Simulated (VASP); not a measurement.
A run of VASP 6.6.1 is set up as follows.

INCAR

```
PREC     = Accurate       # precision mode
ENCUT    = 520            # plane-wave cutoff, eV
EDIFF    = 1E-6           # SCF threshold, eV
ISMEAR   = 0              # smearing method
SIGMA    = 0.1            # smearing width, eV
LREAL    = Auto         
LASPH    = True           # aspherical terms in the spheres
NELM     = 60             # most SCF steps
ALGO     = Normal         # electronic algorithm
ISIF     = 2              # what is computed and relaxed
LWAVE    = False          # write WAVECAR
LCHARG   = True           # write CHGCAR
GGA      = PS             # functional
LELF     = True           # ELF
LVHAR    = True         
NBANDS   = 54             # bands
```

Contents of KPOINTS:

```
Automatic mesh
0
Gamma
  4 3 3
```

Contents of POSCAR:

```
ScAl3N4
1.0
    0.0000000000      0.0000000000     -5.1789238400
    3.2366974300      5.6061244100      0.0000000000
    3.2366974300     -5.6061244100      0.0000000000
Sc Al N
2 6 8
Direct
    0.0000000000      0.1666666700      0.3333333300
    0.5000000000      0.3333333300      0.6666666700
    0.0000000000      0.1666666700      0.8333333300
    0.0000000000      0.6666666700      0.3333333300
    0.0000000000      0.6666666700      0.8333333300
    0.5000000000      0.3333333300      0.1666666700
    0.5000000000      0.8333333300      0.6666666700
    0.5000000000      0.8333333300      0.1666666700
    0.6200000000      0.1666666700      0.3333333300
    0.6200000000      0.1666666700      0.8333333300
    0.6200000000      0.6666666700      0.3333333300
    0.6200000000      0.6666666700      0.8333333300
    0.1200000000      0.3333333300      0.6666666700
    0.1200000000      0.3333333300      0.1666666700
    0.1200000000      0.8333333300      0.6666666700
    0.1200000000      0.8333333300      0.1666666700
```

Potentials or basis: VASP PAW PBE potentials, release 64 (Sc_sv, Al, N).

Launch:

```console
$ cat potpaw_PBE.64/Sc_sv/POTCAR potpaw_PBE.64/Al/POTCAR potpaw_PBE.64/N/POTCAR > POTCAR
$ mpirun -np 1 vasp_std > vasp.out
```

What does it give for the band gap on the k mesh?

3.64 eV, indirect (least direct gap 3.73 eV).

Predict the pressure.

-3.4 GPa.

Estimate the largest force.

3.339 eV/Å.

Stress tensor (GPa, compression positive):
```
-3.01  0.02  0.00
 0.02 -2.99  0.00
 0.00  0.00 -4.31
```

Caveat: the PAW data sets were made with another functional, which shifts forces and pressure a little. As with any semilocal functional, this PBEsol gap is likely too small.
